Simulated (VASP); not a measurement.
# Si2Mo (I4/mmm) in VASP: notebook

Si2Mo is run at these levels: PBE; tasks: single point.

Everything below comes from runs of VASP 6.6.1. Logs are shortened: lines on timing, memory, paths and dates and some standing lists are left out, and cuts for length are marked.

## 1. The cell of the first run

Symmetry: I4/mmm, No. 139, tetragonal system. The conventional cell has a = 3.135 Å, b = 3.135 Å, c = 7.701 Å, α = 90.00°, β = 90.00°, γ = 90.00°. Si (site symmetry 4mm) has 9 Si at 2.56 to 3.13 Å and 5 Mo at 2.56 Å within 3.4 Å. Mo (site symmetry 4/mmm) has 10 Si at 2.56 Å and 4 Mo at 3.13 Å within 3.4 Å.

## 2. Single point, PBE

Input file INCAR:

```
ALGO = Normal ; EDIFF = 1E-7
ENCUT = 520 ; GGA = PE
ISIF = 2 ; ISMEAR = -1
LASPH = True ; LCHARG = True
LELF = True ; LREAL = False
LVHAR = True ; LWAVE = False
NBANDS = 18 ; NELM = 100
PREC = Accurate ; SIGMA = 0.1
```

Input file KPOINTS:

```
k-points
0
Gamma
  13 13 13
```

Input file POSCAR:

```
Si2Mo
1.0
   -1.5673377739      1.5673377739      3.8502632003
    1.5673377739     -1.5673377739      3.8502632003
    1.5673377739      1.5673377739     -3.8502632003
Si Mo
2 1
Direct
    0.3330000000      0.3330000000      0.0000000000
    0.6670000000      0.6670000000      0.0000000000
    0.0000000000      0.0000000000      0.0000000000
```

Potentials or basis: VASP PAW PBE potentials, release 64 (Si, Mo_sv).

Command:

```
$ cat potpaw_PBE.64/Si/POTCAR potpaw_PBE.64/Mo_sv/POTCAR > POTCAR
$ mpirun -np 1 vasp_std > vasp.out
```

OUTCAR:

```text
EDIFF = 1E-7
   ENCUT = 520
   GGA = PE
   ISIF = 2
   ISMEAR = -1
   LASPH = True
   LREAL = False
   NELM = 100
   PREC = Accurate

 ion  position               nearest neighbor table
   1  0.333  0.333  0.000-   2 2.56   2 2.56   2 2.56   2 2.56   3 2.56   3 2.56   3 2.56   3 2.56
                             3 2.56   2 2.57
   2  0.667  0.667  0.000-   1 2.56   1 2.56   1 2.56   1 2.56   3 2.56   3 2.56   3 2.56   3 2.56
                             3 2.56   1 2.57
   3  0.000  0.000  0.000-   2 2.56   1 2.56   2 2.56   1 2.56   2 2.56   1 2.56   1 2.56   2 2.56
                             1 2.56   2 2.56

  LATTYP: Found a body centered tetragonal cell.
 ALAT       =     3.1346755478
 C/A-ratio  =     2.4565625001

  Lattice vectors:

 A1 = (  -1.5673377739,   1.5673377739,   3.8502632003)
 A2 = (   1.5673377739,  -1.5673377739,   3.8502632003)
 A3 = (   1.5673377739,   1.5673377739,  -3.8502632003)

Analysis of symmetry for initial positions (statically):
=====================================================================
 Subroutine PRICEL returns:
 Original cell was already a primitive cell.

 Routine SETGRP: Setting up the symmetry group for a
 body centered tetragonal supercell.

 Subroutine GETGRP returns: Found 16 space group operations
 (whereof 16 operations were pure point group operations)
 out of a pool of 16 trial point group operations.

The static configuration has the point symmetry D_4h.

Analysis of symmetry for dynamics (positions and initial velocities):
=====================================================================
 Subroutine PRICEL returns:
 Original cell was already a primitive cell.

 Routine SETGRP: Setting up the symmetry group for a
 body centered tetragonal supercell.

 Subroutine GETGRP returns: Found 16 space group operations
 (whereof 16 operations were pure point group operations)
 out of a pool of 16 trial point group operations.

The dynamic configuration has the point symmetry D_4h.

 Subroutine INISYM returns: Found 16 space group operations
 (whereof 16 operations are pure point group operations),
 and found     1 'primitive' translations

----------------------------------------------------------------------------------------

                                     Primitive cell

  volume of cell :      37.8334

  direct lattice vectors                    reciprocal lattice vectors
    -1.567337774  1.567337774  3.850263200     0.000000000  0.319012282  0.129861252
     1.567337774 -1.567337774  3.850263200     0.319012282  0.000000000  0.129861252
     1.567337774  1.567337774 -3.850263200     0.319012282  0.319012282  0.000000000

  length of vectors
     4.442704369  4.442704369  4.442704369     0.344431097  0.344431097  0.451151496

  position of ions in fractional coordinates (direct lattice)
     0.333000000  0.333000000  0.000000000
     0.667000000  0.667000000  0.000000000
     0.000000000  0.000000000  0.000000000

  ion indices of the primitive-cell ions
   primitive index   ion index
                 1           1
                 2           2
                 3           3

----------------------------------------------------------------------------------------

 KPOINTS: k-points

Automatic generation of k-mesh.
 Grid dimensions read from file:
 generate k-points for:   13   13   13

 Generating k-lattice:

  Cartesian coordinates                     Fractional coordinates (reciprocal lattice)
     0.000000000  0.024539406  0.009989327     0.076923077 -0.000000000  0.000000000
     0.024539406  0.000000000  0.009989327    -0.000000000  0.076923077  0.000000000
     0.024539406  0.024539406  0.000000000     0.000000000  0.000000000  0.076923077

  Length of vectors
     0.026494700  0.026494700  0.034703961

  Shift w.r.t. Gamma in fractional coordinates (k-lattice)
     0.000000000  0.000000000  0.000000000

 Subroutine IBZKPT returns following result:
 ===========================================

 Found    196 irreducible k-points:

 Following reciprocal coordinates:
            Coordinates               Weight
  0.000000  0.000000  0.000000      1.000000
  0.076923  0.000000  0.000000      8.000000
  0.153846  0.000000 -0.000000      8.000000
  0.230769  0.000000 -0.000000      8.000000
  0.307692  0.000000 -0.000000      8.000000
  0.384615  0.000000  0.000000      8.000000
[... 16 lines left out ...]
  0.384615  0.153846 -0.000000     16.000000
  0.461538  0.153846 -0.000000     16.000000
 [... further k-points ...]
   k-points           NKPTS =    196   k-points in BZ     NKDIM =    196   number of bands    NBANDS=     18
   number of dos      NEDOS =    301   number of ions     NIONS =      3
   total plane-waves  NPLWV =  46656
   dimension x,y,z NGX =    36 NGY =   36 NGZ =   36
   dimension x,y,z NGXF=    72 NGYF=   72 NGZF=   72
   ions per type =               2   1
   NGX,Y,Z   is equivalent  to a cutoff of  13.47, 13.47, 13.47 a.u.
   NGXF,Y,Z  is equivalent  to a cutoff of  26.94, 26.94, 26.94 a.u.
 SYSTEM =  unknown system
   PREC   = accura    normal or accurate (medium, high low for compatibility)
   ISTART =      0    job   : 0-new  1-cont  2-samecut
   ICHARG =      2    charge: 1-file 2-atom 10-const
   ISPIN  =      1    spin polarized calculation?
   LNONCOLLINEAR =      F non collinear calculations
   LSORBIT =      F    spin-orbit coupling
   LASPH  =      T    aspherical Exc in radial PAW
   ENCUT  =  520.0 eV  38.22 Ry    6.18 a.u.   8.26  8.26  8.26*2*pi/ulx,y,z
   NELM   =    100;   NELMIN=  2; NELMDL= -5     # of ELM steps
   EDIFF  = 0.1E-06   stopping-criterion for ELM
   LREAL  =      F    real-space projection
   EDIFFG = 0.1E-05   stopping-criterion for IOM
   NSW    =      0    number of steps for IOM
   IBRION =     -1    ionic relax: 0-MD 1-quasi-New 2-CG
   NFREE  =      0    steps in history (QN), initial steepest desc. (CG)
   ISIF   =      2    stress and relaxation
   ISYM   =      2    0-nonsym 1-usesym 2-fastsym
   POTIM  = 0.5000    time-step for ionic-motion
   TEBEG  =    0.0;   TEEND  =   0.0 temperature during run
   PSTRESS=    0.0 pullay stress
   NELECT =      22.0000    total number of electrons
   NUPDOWN=      -1.0000    fix difference up-down
   EMIN   =  10.00;   EMAX   =-10.00  energy-range for DOS
   EFERMI =   0.00;   METHOD = LEGACY
   ISMEAR =    -1;   SIGMA  =   0.10  broadening in eV -4-tet -1-fermi 0-gaus
   EFERMI_NEDOS =   21; number of points for ismear=-14 and -15
   IALGO  =     38    algorithm
   IMIX   =      4    mixing-type and parameters
     AMIX     =   0.40;   BMIX     =  1.00
     AMIX_MAG =   1.60;   BMIX_MAG =  1.00
  volume/ion in A,a.u.               =      12.61        85.10
  Fermi-wavevector in a.u.,A,eV,Ry     =   1.366440  2.582197 25.404225  1.867158
  Thomas-Fermi vector in A             =   2.492580
   LORBIT       =      0    0 simple, 1 ext, 2 COOP (PROOUT), +10 PAW based schemes
   GGA     = PE    functional components
[... 5 lines left out ...]
 non-spin polarized calculation
  energy-cutoff  :      520.00
  volume of cell :       37.83
 maximum number of plane-waves:      1034
 NGX is ok and might be reduce to    36
   NGX = 17   NGY = 17   NGZ = 17

 number of electron      22.0000000 magnetization

 Free energy of the ion-electron system (eV)
  ---------------------------------------------------
  ext. energy  EPLUGINS =         0.00000000
  ---------------------------------------------------
  free energy    TOTEN  =       -23.10962206 eV

  energy without entropy =      -23.10036015  energy(sigma->0) =      -23.10499110

 E-fermi :  13.2093     XC(G=0): -12.7243

 val. band max:       13.0884650283   @ k =  -0.3846   0.4615   0.3846
 cond. band min:      13.2560880293   @ k =  -0.4615   0.4615   0.3077
 fundamental gap:      0.1676230011
 Fermi energy:        13.2092650160

 k-point     1 :       0.0000    0.0000    0.0000
  band No.  band energies     occupation
      1     -47.4360      2.00000
      2     -21.6469      2.00000
      3     -21.5115      2.00000
      4     -21.5115      2.00000
      5      -0.7273      2.00000
      6       6.4820      2.00000
[... 10 lines left out ...]
     17      18.6237      0.00000
     18      18.6237      0.00000

 k-point     2 :       0.0769    0.0000    0.0000
  band No.  band energies     occupation
      1     -47.4346      2.00000
      2     -21.6455      2.00000
      3     -21.5305      2.00000
      4     -21.5097      2.00000
      5      -0.6135      2.00000
      6       6.5032      2.00000
[... 10 lines left out ...]
     17      18.7191      0.00000
     18      19.2641      0.00000

 k-point     3 :       0.1538    0.0000   -0.0000
  band No.  band energies     occupation
      1     -47.4307      2.00000
      2     -21.6417      2.00000
      3     -21.5828      2.00000
      4     -21.5048      2.00000
      5      -0.2777      2.00000
      6       6.5199      2.00000
[... 10 lines left out ...]
     17      19.3083      0.00000
     18      20.5393      0.00000

 k-point     4 :       0.2308    0.0000   -0.0000
  band No.  band energies     occupation
      1     -47.4251      2.00000
      2     -21.6566      2.00000
      3     -21.6355      2.00000
      4     -21.4979      2.00000
      5       0.2637      2.00000
      6       6.3317      2.00000
[... 375 lines left out ...]
      4     -21.5587      2.00000
      5       1.5566      2.00000
      6       5.4717      2.00000
[... 10 lines left out ...]
     17      20.9477      0.00000
     18      22.0334      0.00000

 k-point    23 :       0.3846    0.1538   -0.0000
  band No.  band energies     occupation
      1     -47.4091      2.00000
      2     -21.7851      2.00000
      3     -21.6197      2.00000
      4     -21.5517      2.00000
      5       2.3943      2.00000
      6       4.7688      2.00000
[... 10 lines left out ...]
     17      20.9755      0.00000
     18      22.3434      0.00000

 k-point    24 :       0.4615    0.1538   -0.0000
  band No.  band energies     occupation
      1     -47.4063      2.00000
      2     -21.8197      2.00000
      3     -21.6152      2.00000
      4     -21.5477      2.00000
      5       3.3106      2.00000
      6       3.8487      2.00000
[... 10 lines left out ...]
     17      21.0879      0.00000
     18      22.5354      0.00000

 [... further k-points ...]

------------------------ aborting loop because EDIFF is reached ----------------------------------------

  FORCE on cell =-STRESS in cart. coord.  units (eV):
  Direction    XX          YY          ZZ          XY          YZ          ZX
  --------------------------------------------------------------------------------------
  -------------------------------------------------------------------------------------
  Total        4.1606094      4.1606094      4.3609054      0.0000000     -0.0000000      0.0000000
  in kB      176.1943235    176.1943235    184.6765029      0.0000000     -0.0000000      0.0000000
  external PRESSURE =     179.0217166 kB  Pullay stress =       0.0000000 kB

 VOLUME and BASIS-vectors are now :
 -----------------------------------------------------------------------------
  energy-cutoff  :      520.00
  volume of cell :       37.83
      direct lattice vectors                 reciprocal lattice vectors
    -1.567337774  1.567337774  3.850263200     0.000000000  0.319012282  0.129861252
     1.567337774 -1.567337774  3.850263200     0.319012282  0.000000000  0.129861252
     1.567337774  1.567337774 -3.850263200     0.319012282  0.319012282  0.000000000

 POSITION                                       TOTAL-FORCE (eV/Angst)
 -----------------------------------------------------------------------------------
      0.00000      0.00000      2.56428         0.000000      0.000000      0.170314
      0.00000      0.00000      5.13625         0.000000      0.000000     -0.170314
      0.00000      0.00000      0.00000        -0.000000     -0.000000      0.000000
 -----------------------------------------------------------------------------------
    total drift:                                0.000000      0.000000     -0.000000

  FREE ENERGIE OF THE ION-ELECTRON SYSTEM (eV)
  ---------------------------------------------------
  free  energy   TOTEN  =       -23.1096220554 eV

  energy  without entropy=      -23.1003601462  energy(sigma->0) =      -23.10499110
```

It took 2 min on 1 thread of AMD EPYC 9R45 (Zen 5), shared host; peak memory 0.25 GiB.

Results:

```
Free energy            : -23.1096 eV
Pressure               : 17.9 GPa
Largest force          : 0.170 eV/Å
Band gap on the k mesh : zero (band 11 reaches 13.77 eV, above the bottom of band 12 at 12.75 eV)
```

Forces in eV/Å, atoms in the order of the input:
```
Si   0.000  0.000  0.170
Si   0.000  0.000 -0.170
Mo   0.000  0.000  0.000
```

Stress tensor (GPa, compression positive):
```
17.62  0.00  0.00
 0.00 17.62  0.00
 0.00  0.00 18.47
```

Levels at points of the mesh, in eV from the Fermi level:
```tsv
k point	band 9	band 10	band 11	band 12	band 13	band 14
(0.00, 0.00, 0.00)	-2.82	-2.82	0.45	2.89	3.49	3.84
```

## 3. Single point, PBE

This run uses another cell than the first one, of 12.88 Å³/atom, 1.021 times its volume.

Input file INCAR:

```
SYSTEM = Si2Mo
PREC     = Accurate       ! precision mode
ENCUT    = 520            ! plane-wave cutoff, eV
EDIFF    = 1E-6           ! SCF threshold, eV
ISMEAR   = -1             ! smearing method
SIGMA    = 0.1            ! smearing width, eV
LREAL    = .False.        ! projectors in reciprocal space
LASPH    = .True.         ! aspherical terms in the spheres
NELM     = 100            ! most SCF steps
ALGO     = Normal         ! electronic algorithm
ISIF     = 2              ! what is computed and relaxed
LWAVE    = .False.        ! write WAVECAR
LCHARG   = .False.        ! write CHGCAR
GGA      = PE             ! functional
NBANDS   = 18             ! bands
```

Input file KPOINTS:

```
regular mesh
0
Gamma
  13 13 13
  0 0 0
```

Input file POSCAR:

```
Si2Mo
1.0
   -1.5783757276      1.5783757276      3.8773786233
    1.5783757276     -1.5783757276      3.8773786233
    1.5783757276      1.5783757276     -3.8773786233
Si Mo
2 1
Direct
    0.3330000000      0.3330000000      0.0000000000
    0.6670000000      0.6670000000      0.0000000000
    0.0000000000      0.0000000000      0.0000000000
```

Potentials or basis: VASP PAW PBE potentials, release 64 (Si, Mo_sv).

Command:

```
$ cat potpaw_PBE.64/Si/POTCAR potpaw_PBE.64/Mo_sv/POTCAR > POTCAR
$ mpirun -np 1 vasp_std > vasp.out
```

It took 98 s on 1 thread of AMD EPYC 9R45 (Zen 5), shared host; peak memory 0.25 GiB.

The run converged. Its results:

| Quantity | Value |
| --- | --- |
| Free energy | -23.1851 eV |
| Pressure | 12.2 GPa |
| Largest force | 0.207 eV/Å |
| Band gap on the k mesh | zero (band 11 reaches 13.42 eV, above the bottom of band 12 at 12.43 eV) |

Forces in eV/Å, atoms in the order of the input:
```
Si   0.000  0.000  0.207
Si   0.000  0.000 -0.207
Mo   0.000  0.000  0.000
```

Stress tensor (GPa, compression positive):
```
12.15  0.00  0.00
 0.00 12.15  0.00
 0.00  0.00 12.25
```

Levels at points of the mesh, in eV from the Fermi level:
```tsv
k point	band 7	band 8	band 9	band 10	band 11	band 12	band 13	band 14	band 15	band 16
(0.00, 0.00, 0.00)	-3.40	-3.20	-2.77	-2.77	0.44	2.97	3.35	3.77	3.77	4.28
```
